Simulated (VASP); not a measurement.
Set up this calculation in VASP 6.6.1, as the native input.

```
Task                   : relaxation of cell and atoms
Functional             : PBE
Potentials or basis    : VASP PAW PBE potentials, release 64 (La, Si, F)
Cutoff                 : 600 eV
k mesh                 : 6 × 6 × 8
Occupations            : gaussian, width 0.1 eV
Spin                   : no spin polarisation
Dipole correction      : no
Further INCAR settings : ALGO = Normal; EDIFF = 1e-06; IBRION = 2; EDIFFG = -0.01; NSW = 100; ISIF = 3
```

The structure of La2SiF2 lies in POSCAR:

```
La2SiF2
1.0
    6.0609544552      0.0000000000      0.0000000000
    0.0000000000      6.0609544552      0.0000000000
    0.0000000000      0.0000000000      4.6084129648
La Si F
2 1 2
Direct
    0.5000000000      0.0000000000      0.5000000000
    0.0000000000      0.5000000000      0.5000000000
    0.0000000000      0.0000000000      0.5000000000
    0.5000000000      0.0000000000      0.0000000000
    0.0000000000      0.5000000000      0.0000000000
```

The input as run:

INCAR

```
PREC = Accurate ; ENCUT = 600
EDIFF = 1E-6 ; ISMEAR = 0
SIGMA = 0.1 ; LREAL = False
LASPH = True ; NELM = 80
ALGO = Normal ; ISIF = 3
LWAVE = False ; LCHARG = False
GGA = PE ; IBRION = 2
NSW = 100 ; EDIFFG = -0.01
```

KPOINTS

```
Automatic mesh
0
Gamma
  6 6 8
```

Potentials or basis: VASP PAW PBE potentials, release 64 (La, Si, F).

Run with:

```console
$ cat potpaw_PBE.64/La/POTCAR potpaw_PBE.64/Si/POTCAR potpaw_PBE.64/F/POTCAR > POTCAR
$ mpirun -np 1 vasp_std > vasp.out
```

It gave:

```yaml
Relaxed_volume: 34.06 Å³/atom
Relaxed_cell: a = 6.088 Å, b = 6.088 Å, c = 4.595 Å, α = 90.00°, β = 90.00°, γ = 90.00°
Space_group_after_relaxing_to_0.05_Å: P4/mmm (No. 123)
Energy_gained_by_relaxing: 0.4 meV/atom
Ionic_steps: 4
Pressure_after_relaxing: 0.0 GPa
Band_gap_on_the_k_mesh: zero (band 20 reaches 3.48 eV, above the bottom of band 21 at 3.21 eV)
```

Caveat: spin-orbit coupling is left out, which moves the levels of the heavy elements.

Wall time 10 min on 1 thread of Intel Xeon 6975P-C, on a shared host, peak memory 0.51 GiB.
